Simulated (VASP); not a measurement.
# CoSi (NiAs type) (P6_3/mmc) in VASP: notebook

Runs on CoSi (NiAs type). Level: PBE. Tasks: single point.

Program: VASP 6.6.1. These are calculated values, not measurements. Logs are shortened: lines on timing, memory, paths and dates and some standing lists are left out, and cuts for length are marked.

## Step 1: The cell of the first run

The structure is hexagonal, space group P6_3/mmc (No. 194). Conventional cell: a = 3.089 Å, b = 3.089 Å, c = 4.814 Å, α = 90.00°, β = 90.00°, γ = 120.00°. Within 2.8 Å of Co (site symmetry -3m) lie 6 Si at 2.15 Å and 2 Co at 2.41 Å. Si (site symmetry -6m2) has 6 Co at 2.15 Å within 2.8 Å.

## Step 2: Single point, PBE

Contents of INCAR:

```
SYSTEM = CoSi
PREC = Accurate
ENCUT = 520
EDIFF = 1E-6
ISMEAR = -1
SIGMA = 0.08
LREAL = .False.
LASPH = .True.
NELM = 80
ALGO = Normal
ISIF = 2
LWAVE = .False.
LCHARG = .False.
GGA = PE
NBANDS = 21
```

Contents of KPOINTS:

```
regular mesh
0
Gamma
  12 12 7
  0 0 0
```

Contents of POSCAR:

```
CoSi
1.0
    3.0887481909      0.0000000000      0.0000000000
   -1.5443740954      2.6749343992      0.0000000000
    0.0000000000      0.0000000000      4.8137612518
Co Si
2 2
Direct
    0.0000000000      0.0000000000      0.0000000000
    0.0000000000      0.0000000000      0.5000000000
    0.3333333333      0.6666666667      0.2500000000
    0.6666666667      0.3333333333      0.7500000000
```

Potentials or basis: VASP PAW PBE potentials, release 64 (Co, Si).

Launch:

```bash
> cat potpaw_PBE.64/Co/POTCAR potpaw_PBE.64/Si/POTCAR > POTCAR
> mpirun -np 1 vasp_std > vasp.out
```

OUTCAR:

```text
SYSTEM = CoSi
   PREC = Accurate
   ENCUT = 520
   EDIFF = 1E-6
   ISMEAR = -1
   LREAL = .False.
   LASPH = .True.
   NELM = 80
   ISIF = 2
   GGA = PE

 ion  position               nearest neighbor table
   1  0.000  0.000  0.000-   3 2.15   4 2.15   3 2.15   4 2.15   4 2.15   3 2.15   2 2.41   2 2.41

   2  0.000  0.000  0.500-   3 2.15   4 2.15   3 2.15   4 2.15   4 2.15   3 2.15   1 2.41   1 2.41

   3  0.333  0.667  0.250-   1 2.15   2 2.15   1 2.15   2 2.15   1 2.15   2 2.15   4 3.00   4 3.00
                             4 3.00   4 3.00   4 3.00   4 3.00
   4  0.667  0.333  0.750-   1 2.15   2 2.15   1 2.15   2 2.15   1 2.15   2 2.15   3 3.00   3 3.00
                             3 3.00   3 3.00   3 3.00   3 3.00

  LATTYP: Found a hexagonal cell.
 ALAT       =     3.0887481909
 C/A-ratio  =     1.5584829045

  Lattice vectors:

 A1 = (   3.0887481909,   0.0000000000,   0.0000000000)
 A2 = (  -1.5443740954,   2.6749343992,   0.0000000000)
 A3 = (   0.0000000000,   0.0000000000,   4.8137612518)

Analysis of symmetry for initial positions (statically):
=====================================================================
 Subroutine PRICEL returns:
 Original cell was already a primitive cell.

 Routine SETGRP: Setting up the symmetry group for a
 hexagonal supercell.

 Subroutine GETGRP returns: Found 24 space group operations
 (whereof 12 operations were pure point group operations)
 out of a pool of 24 trial point group operations.

The static configuration has the point symmetry D_3d.
 The point group associated with its full space group is D_6h.

Analysis of symmetry for dynamics (positions and initial velocities):
=====================================================================
 Subroutine PRICEL returns:
 Original cell was already a primitive cell.

 Routine SETGRP: Setting up the symmetry group for a
 hexagonal supercell.

 Subroutine GETGRP returns: Found 24 space group operations
 (whereof 12 operations were pure point group operations)
 out of a pool of 24 trial point group operations.

The dynamic configuration has the point symmetry D_3d.
 The point group associated with its full space group is D_6h.

 Subroutine INISYM returns: Found 24 space group operations
 (whereof 12 operations are pure point group operations),
 and found     1 'primitive' translations

----------------------------------------------------------------------------------------

                                     Primitive cell

  volume of cell :      39.7723

  direct lattice vectors                    reciprocal lattice vectors
     3.088748191  0.000000000  0.000000000     0.323755754  0.186920472  0.000000000
    -1.544374095  2.674934399  0.000000000     0.000000000  0.373840944  0.000000000
     0.000000000  0.000000000  4.813761252     0.000000000  0.000000000  0.207737764

  length of vectors
     3.088748191  3.088748191  4.813761252     0.373840944  0.373840944  0.207737764

  position of ions in fractional coordinates (direct lattice)
     0.000000000  0.000000000  0.000000000
     0.000000000  0.000000000  0.500000000
     0.333333333  0.666666667  0.250000000
     0.666666667  0.333333333  0.750000000

  ion indices of the primitive-cell ions
   primitive index   ion index
                 1           1
                 2           2
                 3           3
                 4           4

----------------------------------------------------------------------------------------

 KPOINTS: regular mesh

Automatic generation of k-mesh.
 Grid dimensions read from file:
 generate k-points for:   12   12    7

 Generating k-lattice:

  Cartesian coordinates                     Fractional coordinates (reciprocal lattice)
     0.026979646  0.015576706  0.000000000     0.083333333  0.000000000  0.000000000
     0.000000000  0.031153412  0.000000000     0.000000000  0.083333333  0.000000000
     0.000000000  0.000000000  0.029676823     0.000000000  0.000000000  0.142857143

  Length of vectors
     0.031153412  0.031153412  0.029676823

  Shift w.r.t. Gamma in fractional coordinates (k-lattice)
     0.000000000  0.000000000  0.000000000

 Subroutine IBZKPT returns following result:
 ===========================================

 Found     76 irreducible k-points:

 Following reciprocal coordinates:
            Coordinates               Weight
  0.000000  0.000000  0.000000      1.000000
  0.083333 -0.000000  0.000000      6.000000
  0.166667 -0.000000  0.000000      6.000000
  0.250000 -0.000000  0.000000      6.000000
  0.333333 -0.000000  0.000000      6.000000
  0.416667 -0.000000  0.000000      6.000000
[... 16 lines left out ...]
  0.250000 -0.000000  0.142857     12.000000
  0.333333 -0.000000  0.142857     12.000000
 [... further k-points ...]
   k-points           NKPTS =     76   k-points in BZ     NKDIM =     76   number of bands    NBANDS=     21
   number of dos      NEDOS =    301   number of ions     NIONS =      4
   total plane-waves  NPLWV =  20736
   dimension x,y,z NGX =    24 NGY =   24 NGZ =   36
   dimension x,y,z NGXF=    48 NGYF=   48 NGZF=   72
   ions per type =               2   2
   NGX,Y,Z   is equivalent  to a cutoff of  12.92, 12.92, 12.43 a.u.
   NGXF,Y,Z  is equivalent  to a cutoff of  25.84, 25.84, 24.87 a.u.
 SYSTEM =  CoSi
   PREC   = accura    normal or accurate (medium, high low for compatibility)
   ISTART =      0    job   : 0-new  1-cont  2-samecut
   ICHARG =      2    charge: 1-file 2-atom 10-const
   ISPIN  =      1    spin polarized calculation?
   LNONCOLLINEAR =      F non collinear calculations
   LSORBIT =      F    spin-orbit coupling
   LASPH  =      T    aspherical Exc in radial PAW
   ENCUT  =  520.0 eV  38.22 Ry    6.18 a.u.   5.74  5.74  8.95*2*pi/ulx,y,z
   NELM   =     80;   NELMIN=  2; NELMDL= -5     # of ELM steps
   EDIFF  = 0.1E-05   stopping-criterion for ELM
   LREAL  =      F    real-space projection
   EDIFFG = 0.1E-04   stopping-criterion for IOM
   NSW    =      0    number of steps for IOM
   IBRION =     -1    ionic relax: 0-MD 1-quasi-New 2-CG
   NFREE  =      0    steps in history (QN), initial steepest desc. (CG)
   ISIF   =      2    stress and relaxation
   ISYM   =      2    0-nonsym 1-usesym 2-fastsym
   POTIM  = 0.5000    time-step for ionic-motion
   TEBEG  =    0.0;   TEEND  =   0.0 temperature during run
   PSTRESS=    0.0 pullay stress
   NELECT =      26.0000    total number of electrons
   NUPDOWN=      -1.0000    fix difference up-down
   EMIN   =  10.00;   EMAX   =-10.00  energy-range for DOS
   EFERMI =   0.00;   METHOD = LEGACY
   ISMEAR =    -1;   SIGMA  =   0.08  broadening in eV -4-tet -1-fermi 0-gaus
   EFERMI_NEDOS =   21; number of points for ismear=-14 and -15
   IALGO  =     38    algorithm
   IMIX   =      4    mixing-type and parameters
     AMIX     =   0.40;   BMIX     =  1.00
     AMIX_MAG =   1.60;   BMIX_MAG =  1.00
  volume/ion in A,a.u.               =       9.94        67.10
  Fermi-wavevector in a.u.,A,eV,Ry     =   1.420821  2.684961 27.466502  2.018731
  Thomas-Fermi vector in A             =   2.541695
   LORBIT       =      0    0 simple, 1 ext, 2 COOP (PROOUT), +10 PAW based schemes
   GGA     = PE    functional components
   LHFCALC =     F    Hartree Fock is set to
   AEXX    =    0.0000 exact exchange contribution
   IVDW    =     0    specifies the selected vdW correction
   LEPSILON=     F    determine dielectric tensor
   LRPA    =     F    only Hartree local field effects (RPA)
 non-spin polarized calculation
  energy-cutoff  :      520.00
  volume of cell :       39.77
 maximum number of plane-waves:      1090
 NGX is ok and might be reduce to    24
   NGX = 11   NGY = 11   NGZ = 17

 number of electron      25.9999989 magnetization

 Free energy of the ion-electron system (eV)
  ---------------------------------------------------
  ext. energy  EPLUGINS =         0.00000000
  ---------------------------------------------------
  free energy    TOTEN  =       -24.79735497 eV

  energy without entropy =      -24.76381673  energy(sigma->0) =      -24.78058585

 E-fermi :  13.2971     XC(G=0): -13.2261

 val. band max:       13.2380402230   @ k =   0.5000  -0.0000   0.0000
 cond. band min:      13.3157931442   @ k =   0.2500   0.0833   0.0000
 fundamental gap:      0.0777529211
 Fermi energy:        13.2970676727

 k-point     1 :       0.0000    0.0000    0.0000
  band No.  band energies     occupation
      1      -0.6050      2.00000
      2       5.1318      2.00000
      3       5.5328      2.00000
      4       9.0729      2.00000
      5       9.0808      2.00000
      6       9.0808      2.00000
[... 13 lines left out ...]
     20      22.4569      0.00000
     21      22.4569      0.00000

 k-point     2 :       0.0833   -0.0000    0.0000
  band No.  band energies     occupation
      1      -0.4577      2.00000
      2       5.1674      2.00000
      3       5.6813      2.00000
      4       9.0360      2.00000
      5       9.0723      2.00000
      6       9.1036      2.00000
[... 13 lines left out ...]
     20      23.0395      0.00000
     21      23.0439      0.00000

 k-point     3 :       0.1667   -0.0000    0.0000
  band No.  band energies     occupation
      1      -0.0201      2.00000
      2       5.2649      2.00000
      3       6.1175      2.00000
      4       8.8167      2.00000
      5       9.0579      2.00000
      6       9.1388      2.00000
[... 13 lines left out ...]
     20      23.6627      0.00000
     21      24.3237      0.00000
[... 457 lines left out ...]
 k-point    23 :       0.2500   -0.0000    0.1429
  band No.  band energies     occupation
      1       0.8212      2.00000
      2       4.6976      2.00000
      3       7.3582      2.00000
      4       8.3935      2.00000
      5       9.1027      2.00000
      6       9.2013      2.00000
[... 13 lines left out ...]
     20      22.2821      0.00000
     21      23.4134      0.00000

 k-point    24 :       0.3333   -0.0000    0.1429
  band No.  band energies     occupation
      1       1.7791      2.00000
      2       5.0984      2.00000
      3       7.2092      2.00000
      4       7.9647      2.00000
      5       9.0742      2.00000
      6       9.1358      2.00000
[... 13 lines left out ...]
     20      21.9754      0.00000
     21      23.2486      0.00000

 [... further k-points ...]

------------------------ aborting loop because EDIFF is reached ----------------------------------------

  FORCE on cell =-STRESS in cart. coord.  units (eV):
  Direction    XX          YY          ZZ          XY          YZ          ZX
  --------------------------------------------------------------------------------------
  -------------------------------------------------------------------------------------
  Total       15.8623418     15.8623418     15.9211523      0.0000000      0.0000000      0.0000000
  in kB      638.9953512    638.9953512    641.3644642      0.0000000      0.0000000      0.0000000
  external PRESSURE =     639.7850555 kB  Pullay stress =       0.0000000 kB

 VOLUME and BASIS-vectors are now :
 -----------------------------------------------------------------------------
  energy-cutoff  :      520.00
  volume of cell :       39.77
      direct lattice vectors                 reciprocal lattice vectors
     3.088748191  0.000000000  0.000000000     0.323755754  0.186920472  0.000000000
    -1.544374095  2.674934399  0.000000000     0.000000000  0.373840944  0.000000000
     0.000000000  0.000000000  4.813761252     0.000000000  0.000000000  0.207737764

 POSITION                                       TOTAL-FORCE (eV/Angst)
 -----------------------------------------------------------------------------------
      0.00000      0.00000      0.00000         0.000000      0.000000     -0.000000
      0.00000      0.00000      2.40688         0.000000      0.000000     -0.000000
     -0.00000      1.78329      1.20344         0.000000      0.000000      0.000000
      1.54437      0.89164      3.61032        -0.000000     -0.000000      0.000000
 -----------------------------------------------------------------------------------
    total drift:                               -0.000000      0.000000      0.000000

  FREE ENERGIE OF THE ION-ELECTRON SYSTEM (eV)
  ---------------------------------------------------
  free  energy   TOTEN  =       -24.7973549695 eV

  energy  without entropy=      -24.7638167341  energy(sigma->0) =      -24.78058585
```

Wall time 19 s (1 thread of Intel Xeon 6975P-C (Granite Rapids), shared host); peak memory 0.19 GiB.

Results:

| Property | Result |
| --- | --- |
| Free energy | -24.7974 eV |
| Pressure | 64.0 GPa |
| Band gap on the k mesh | zero (bands 13 and 14 overlap by 3.31 eV) |

Stress tensor (GPa, compression positive):
```
63.90  0.00  0.00
 0.00 63.90  0.00
 0.00  0.00 64.14
```

Caveat: the cell stands under pressure; the run has no spin polarisation, though such a crystal can be magnetic.

## Step 3: Single point, PBE (9.94 Å³/atom)

Contents of INCAR:

```
ALGO = Normal ; EDIFF = 1E-6
ENCUT = 520 ; GGA = PE
ISIF = 2 ; ISMEAR = -1
LASPH = T ; LCHARG = F
LREAL = F ; LWAVE = F
NBANDS = 21 ; NELM = 80
PREC = Accurate ; SIGMA = 0.08
```

Contents of KPOINTS:

```
k-points
0
Gamma
  12 12 7
```

POSCAR is that of step 2.

Potentials or basis: VASP PAW PBE potentials, release 64 (Co, Si).

Launch:

```bash
> cat potpaw_PBE.64/Co/POTCAR potpaw_PBE.64/Si/POTCAR > POTCAR
> mpirun -np 1 vasp_std > vasp.out
```

Wall time 18 s (1 thread of Intel Xeon 6975P-C (Granite Rapids), shared host); peak memory 0.18 GiB.

The run converged. Its results:

- Free energy: -24.7974 eV
- Pressure: 64.0 GPa
- Band gap on the k mesh: zero (bands 13 and 14 overlap by 3.31 eV)

Stress tensor (GPa, compression positive):
```
63.90  0.00  0.00
 0.00 63.90  0.00
 0.00  0.00 64.14
```

Levels at points of the mesh, in eV from the Fermi level:
| k point | band 10 | band 11 | band 12 | band 13 | band 14 | band 15 | band 16 | band 17 |
| --- | --- | --- | --- | --- | --- | --- | --- | --- |
| (0.00, 0.00, 0.00) | -2.66 | -1.03 | -1.03 | 1.23 | 4.72 | 4.72 | 6.82 | 7.45 |
| (0.50, 0.00, 0.00) | -1.59 | -1.49 | -1.09 | -0.95 | -0.66 | -0.06 | 3.49 | 3.87 |

Caveat: the cell stands under pressure; the run has no spin polarisation, though such a crystal can be magnetic. Spin polarisation is off, so any magnetic state and its effect on volume and gap are missing.
